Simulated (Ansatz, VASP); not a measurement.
## One calculation of Cu, two programs

Contents of POSCAR:

```
Cu
1.0
   -1.4195183900      1.4195183900      1.4215768414
    1.4195183900     -1.4195183900      1.4215768414
    1.4195183900      1.4195183900     -1.4215768414
Cu
1
Direct
    0.0000000000      0.0000000000      0.0000000000
```

The input INCAR.step1:

```
  PREC = Accurate
  ENCUT = 520
  ISMEAR = 0
  SIGMA = 0.15
  LREAL = F
  LASPH = T
  NELM = 60
  NBANDS = 12
  GGA = PE
  ALGO = Normal
  EDIFF = 1E-4
  LWAVE = T
  LCHARG = F
```

INCAR.step2

```
  PREC = Accurate
  ENCUT = 520
  EDIFF = 1E-7
  ISMEAR = 0
  SIGMA = 0.15
  LREAL = F
  LASPH = T
  NELM = 60
  ALGO = Normal
  ISIF = 2
  LWAVE = F
  LCHARG = T
  METAGGA = R2SCAN
  LMIXTAU = T
  LELF = T
  LVHAR = T
  NBANDS = 12
  ISTART = 1
```

KPOINTS

```
Automatic mesh
0
Gamma
  26 26 26
```

Input for Ansatz:

```yaml
crystal:
  lattice:
    - [-1.41951839, 1.41951839, 1.4215768414]
    - [1.41951839, -1.41951839, 1.4215768414]
    - [1.41951839, 1.41951839, -1.4215768414]
  atoms:
    - { symbol: Cu, position: [0.0, 0.0, 0.0] }
basis:
  ecutwfc: 500
kpoints:
  mp_grid: { grid: [26, 26, 26] }
hamiltonian:
  xc: r2scan
scf:
  occupations: { method: gaussian, width: 0.15 }
output:
  forces: true
  stress: true
  eigenvalues: true
```

Alike in both runs: task single point; functional r2SCAN; k mesh 26 × 26 × 26; occupations gaussian, width 0.15 eV; no spin polarisation.

|  | VASP | Ansatz |
| --- | --- | --- |
| version | VASP 6.6.1 | Ansatz 0.2.0 |
| potentials or method | VASP PAW PBE potentials, release 64 (Cu), cutoff 520 eV | scalar-relativistic, plane waves, PAW |
| valence electrons in the cell | 11 | 19 |

Ansatz gave:

```
gap on the k mesh at the Fermi level (eV) : none
pressure (GPa)                            : 0.2
```

Task: Which values does VASP return?

Result: gap on the k mesh at the Fermi level (eV): none; pressure (GPa): 0.9.

VASP's potentials were made for PBE, not for r2SCAN. A gap of «none» marks a metal or a gap that the smearing closes. VASP's potentials hold 11 valence electrons a cell and Ansatz's 19, so a difference there can come from the potentials and not from the codes.
